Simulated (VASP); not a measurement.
# GaP in VASP: single point with PBEsol

Aim: the single point of GaP with PBEsol.

Everything below comes from runs of VASP 6.6.1. Logs are shortened: lines on timing, memory, paths and dates and some standing lists are left out, and cuts for length are marked.

### Step 1. The cell of the first run

The cell holds a slab with vacuum, 12 atoms: a = 7.691 Å, b = 3.846 Å, c = 21.798 Å, α = 90.00°, β = 90.00°, γ = 90.00°.

### Step 2. Single point, PBEsol

INCAR

```
PREC = Accurate
ENCUT = 520
EDIFF = 1E-7
ISMEAR = 0
SIGMA = 0.05
LREAL = False
LASPH = True
NELM = 100
ALGO = Normal
ISIF = 2
LWAVE = False
LCHARG = False
LDIPOL = True
IDIPOL = 3
DIPOL = 0.5 0.5 0.499
GGA = PS
NBANDS = 66
```

KPOINTS

```
regular mesh
0
Gamma
  4 7 1
```

POSCAR

```
GaP
1.0
    7.6911300136      0.0000000000      0.0000000000
    0.0000000000      3.8455650068      0.0000000000
    0.0000000000      0.0000000000     21.7980627345
P Ga
6 6
Direct
    0.5000000000      0.5000000000      0.3440672729
    0.0000000000      0.5000000000      0.3440672729
    0.7500033031      0.0001588197      0.4669825983
    0.2500457347     -0.0005898830      0.4869363197
   -0.0352784434      0.5008045016      0.6068385858
    0.5353981237      0.5008292106      0.6068742811
    0.2500000000      0.5000000000      0.4064403638
    0.7500000000      0.5000000000      0.4064403638
    0.5311877026      0.0008046856      0.5384308957
   -0.0311020245      0.0007993546      0.5384014412
    0.7500575037      0.0059486840      0.6658174184
    0.2500694629      0.5001423038      0.5728884215
```

Potentials or basis: VASP PAW PBE potentials, release 64 (P, Ga_d).

On the command line:

```sh
$ cat potpaw_PBE.64/P/POTCAR potpaw_PBE.64/Ga_d/POTCAR > POTCAR
$ mpirun -np 1 vasp_std > vasp.out
```

OUTCAR:

```text
PREC = Accurate
   ENCUT = 520
   EDIFF = 1E-7
   ISMEAR = 0
   LREAL = False
   LASPH = True
   NELM = 100
   ISIF = 2
   GGA = PS

 ion  position               nearest neighbor table
   1  0.500  0.500  0.344-   7 2.35   8 2.35
   2  0.000  0.500  0.344-   7 2.35   8 2.35
   3  0.750  0.000  0.467-   9 2.29  10 2.29   8 2.33   8 2.33
   4  0.250  0.999  0.487-  10 2.44   9 2.44   7 2.60   7 2.60  12 2.68  12 2.69
   5  0.965  0.501  0.607-  12 2.32  10 2.43  10 2.43  11 2.83  11 2.86
   6  0.535  0.501  0.607-  12 2.32   9 2.43   9 2.43  11 2.83  11 2.85
   7  0.250  0.500  0.406-   1 2.35   2 2.35   4 2.60   4 2.60
   8  0.750  0.500  0.406-   3 2.33   3 2.33   2 2.35   1 2.35
   9  0.531  0.001  0.538-   3 2.29   6 2.43   6 2.43   4 2.44
  10  0.969  0.001  0.538-   3 2.29   5 2.43   5 2.43   4 2.44
  11  0.750  0.006  0.666-   6 2.83   5 2.83   6 2.85   5 2.86
  12  0.250  0.500  0.573-   5 2.32   6 2.32   4 2.68   4 2.69

  LATTYP: Found a simple orthorhombic cell.
 ALAT       =     3.8455650068
 B/A-ratio  =     2.0000000000
 C/A-ratio  =     5.6683641275

  Lattice vectors:

 A1 = (   0.0000000000,  -3.8455650068,   0.0000000000)
 A2 = (   7.6911300136,   0.0000000000,   0.0000000000)
 A3 = (   0.0000000000,   0.0000000000,  21.7980627345)

Analysis of symmetry for initial positions (statically):
=====================================================================
 Subroutine PRICEL returns:
 Original cell was already a primitive cell.

 Routine SETGRP: Setting up the symmetry group for a
 simple orthorhombic supercell.

 Subroutine GETGRP returns: Found  1 space group operations
 (whereof  1 operations were pure point group operations)
 out of a pool of  8 trial point group operations.

The static configuration has the point symmetry C_1 .

Analysis of symmetry for dynamics (positions and initial velocities):
=====================================================================
 Subroutine PRICEL returns:
 Original cell was already a primitive cell.

 Routine SETGRP: Setting up the symmetry group for a
 simple orthorhombic supercell.

 Subroutine GETGRP returns: Found  1 space group operations
 (whereof  1 operations were pure point group operations)
 out of a pool of  8 trial point group operations.

The dynamic configuration has the point symmetry C_1 .

 Subroutine INISYM returns: Found  1 space group operations
 (whereof  1 operations are pure point group operations),
 and found     1 'primitive' translations

[... 122 lines left out ...]
   IMIX   =      4    mixing-type and parameters
     AMIX     =   0.40;   BMIX     =  1.00
     AMIX_MAG =   1.60;   BMIX_MAG =  1.00
  volume/ion in A,a.u.               =      53.73       362.56
  Fermi-wavevector in a.u.,A,eV,Ry     =   0.902457  1.705397 11.080983  0.814429
  Thomas-Fermi vector in A             =   2.025663
   LORBIT       =      0    0 simple, 1 ext, 2 COOP (PROOUT), +10 PAW based schemes
   GGA     = PS    functional components
   LHFCALC =     F    Hartree Fock is set to
   AEXX    =    0.0000 exact exchange contribution
   IVDW    =     0    specifies the selected vdW correction
   LEPSILON=     F    determine dielectric tensor
   LRPA    =     F    only Hartree local field effects (RPA)
 non-spin polarized calculation
 Gauss-broadening in eV      SIGMA  =   0.05
  energy-cutoff  :      520.00
  volume of cell :      644.72
 maximum number of plane-waves:     17404
 NGX is ok and might be reduce to    60
   NGX = 29   NGY = 15   NGZ = 81

 dipolmoment           0.000000      0.000000      0.110475 electrons x Angstroem

 number of electron     107.9999992 magnetization

 dipolmoment           0.000000      0.000000     -0.315132 electrons x Angstroem

 Free energy of the ion-electron system (eV)
  ---------------------------------------------------
  ext. energy  EPLUGINS =         0.00000000
  ---------------------------------------------------
  free energy    TOTEN  =       -52.53635445 eV

  energy without entropy =      -52.52709100  energy(sigma->0) =      -52.53172272

 E-fermi :  -1.5799     XC(G=0):  -4.4683

 val. band max:       -1.5973428808   @ k =   0.5000   0.2857   0.0000
 cond. band min:      -1.5480100162   @ k =   0.0000   0.2857   0.0000
 fundamental gap:      0.0493328647
 Fermi energy:        -1.5798945664

 k-point     1 :       0.0000    0.0000    0.0000
  band No.  band energies     occupation
      1     -16.7902      2.00000
      2     -16.6571      2.00000
      3     -16.6557      2.00000
      4     -16.6488      2.00000
      5     -16.6207      2.00000
      6     -16.4461      2.00000
[... 1024 lines left out ...]
     65       3.2549      0.00000
     66       3.3770      0.00000

------------------------ aborting loop because EDIFF is reached ----------------------------------------

 vacuum level on the upper side and lower side of the slab       (xc-potential included)        -0.957         0.923

  FORCE on cell =-STRESS in cart. coord.  units (eV):
  Direction    XX          YY          ZZ          XY          YZ          ZX
  --------------------------------------------------------------------------------------
  -------------------------------------------------------------------------------------
  Total       -0.5969358     -7.0176801     -1.2964929      0.0000654     -0.0004333     -0.0016958
  in kB       -1.4834401    -17.4395767     -3.2219033      0.0001624     -0.0010769     -0.0042143
  external PRESSURE =      -7.3816400 kB  Pullay stress =       0.0000000 kB

 VOLUME and BASIS-vectors are now :
 -----------------------------------------------------------------------------
  energy-cutoff  :      520.00
  volume of cell :      644.72
      direct lattice vectors                 reciprocal lattice vectors
     7.691130014  0.000000000  0.000000000     0.130019906  0.000000000  0.000000000
     0.000000000  3.845565007  0.000000000     0.000000000  0.260039812  0.000000000
     0.000000000  0.000000000 21.798062735     0.000000000  0.000000000  0.045875636

 POSITION                                       TOTAL-FORCE (eV/Angst)
 -----------------------------------------------------------------------------------
      3.84557      1.92278      7.50000        -0.174687     -0.000139      0.476923
      0.00000      1.92278      7.50000         0.174930     -0.000119      0.477393
      5.76837      0.00061     10.17932         0.000064     -0.002197      0.008135
      1.92313      3.84330     10.61427        -0.000248     -0.000681      0.001261
      7.41980      1.92588     13.22791         0.010324      0.002444     -0.007577
      4.11782      1.92597     13.22868        -0.011284      0.002013     -0.008728
      1.92278      1.92278      8.85961         0.000572     -0.000670     -0.336735
      5.76835      1.92278      8.85961        -0.000291      0.003983     -0.623519
      4.08543      0.00309     11.73675         0.007851     -0.001603     -0.004094
      7.45192      0.00307     11.73611        -0.007700     -0.001902     -0.003722
      5.76879      0.02288     14.51353         0.000437     -0.001076      0.010473
      1.92332      1.92333     12.48786         0.000033     -0.000052      0.010188
 -----------------------------------------------------------------------------------
    total drift:                               -0.000045     -0.000310      0.003826

  FREE ENERGIE OF THE ION-ELECTRON SYSTEM (eV)
  ---------------------------------------------------
  free  energy   TOTEN  =       -52.5363544459 eV

  energy  without entropy=      -52.5270909984  energy(sigma->0) =      -52.53172272

 vacuum level on the upper side and lower side of the slab         2.718         4.655
```

OSZICAR:

```text
N       E                     dE             d eps       ncg     rms          rms(c)
DAV:   1     0.882870499357E+03    0.88287E+03   -0.47078E+04  2100   0.168E+03
DAV:   2     0.785179505156E+02   -0.80435E+03   -0.77972E+03  2356   0.405E+02
DAV:   3    -0.436424494088E+02   -0.12216E+03   -0.11837E+03  2336   0.160E+02
[... 24 lines left out ...]
DAV:  28    -0.525363533435E+02   -0.10113E-05   -0.29085E-08  1510   0.721E-04    0.139E-04
DAV:  29    -0.525363539591E+02   -0.61564E-06   -0.14704E-08  1412   0.110E-03    0.170E-04
DAV:  30    -0.525363543096E+02   -0.35045E-06   -0.13241E-08  1368   0.382E-04    0.897E-05
DAV:  31    -0.525363544208E+02   -0.11123E-06   -0.56730E-09  1440   0.339E-04    0.487E-05
DAV:  32    -0.525363544459E+02   -0.25138E-07   -0.15483E-09  1308   0.211E-04
   1 F= -.52536354E+02 E0= -.52531723E+02  d E =-.926345E-02
```

It took 49 min on 1 thread of Intel Xeon 8259CL, shared host; peak memory 0.86 GiB.

Results:

| Item | Value |
| --- | --- |
| Free energy | -52.5364 eV |
| Largest force | 0.624 eV/Å |
| Band gap on the k mesh | zero (bands 54 and 55 overlap by 1.51 eV) |

Forces on the atoms (eV/Å):
```
P   -0.175  0.000  0.477
P    0.175  0.000  0.477
P    0.000 -0.002  0.008
P    0.000 -0.001  0.001
P    0.010  0.002 -0.008
P   -0.011  0.002 -0.009
Ga   0.001 -0.001 -0.337
Ga   0.000  0.004 -0.624
Ga   0.008 -0.002 -0.004
Ga  -0.008 -0.002 -0.004
Ga   0.000 -0.001  0.010
Ga   0.000  0.000  0.010
```

Caveat: the PAW data sets were made with another functional, which shifts forces and pressure a little.

The gap in the log of VASP goes by the Fermi energy; the results here count the filled bands.